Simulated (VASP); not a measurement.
## SrTiO3: single point with HSE06

The system is SrTiO3.

```
Sr Ti O
1.0
     3.90685    0.00000    0.00000
     0.00000    3.90685    0.00000
     0.00000    0.00000    3.90685
Sr Ti O
1 1 3
Direct
  0.50000 0.50000 0.50000
  0.00000 0.00000 0.00000
  0.50000 0.00000 0.00000
  0.00000 0.50000 0.00000
  0.00000 0.00000 0.50000
```

```yaml
Program: VASP 6.6.1
Task: single point
Functional: HSE06
Potentials_or_basis: VASP PAW PBE potentials, release 64 (Sr_sv, Ti_sv, O)
Cutoff: 520 eV
k_mesh: 4 × 4 × 4
Occupations: gaussian, width 0.01 eV
Spin: no spin polarisation
```

* Pressure: -1.1 GPa
* Band gap on the k mesh: 3.29 eV (least direct gap 3.67 eV)

Levels at points of the mesh, in eV from the valence-band top:
```tsv
k point	band 17	band 18	band 19	band 20	band 21	band 22	band 23	band 24
(0.00, 0.00, 0.00)	-1.26	-0.38	-0.38	-0.38	3.29	3.29	3.29	5.69
(0.50, 0.00, 0.00)	-2.50	-2.08	-0.80	-0.80	3.47	5.40	5.40	5.71
(0.50, 0.50, 0.00)	-1.96	-1.70	-1.70	-0.09	5.41	5.41	5.98	6.78
(0.50, 0.50, 0.50)	-4.04	0.00	0.00	0.00	6.21	6.21	6.21	8.64
```

It took 37 min on 1 thread of Intel Xeon 8259CL, on a shared host, peak memory 0.26 GiB.

Caveat: the PAW data sets were made with another functional, which shifts forces and pressure a little. A k mesh can miss the band edges.
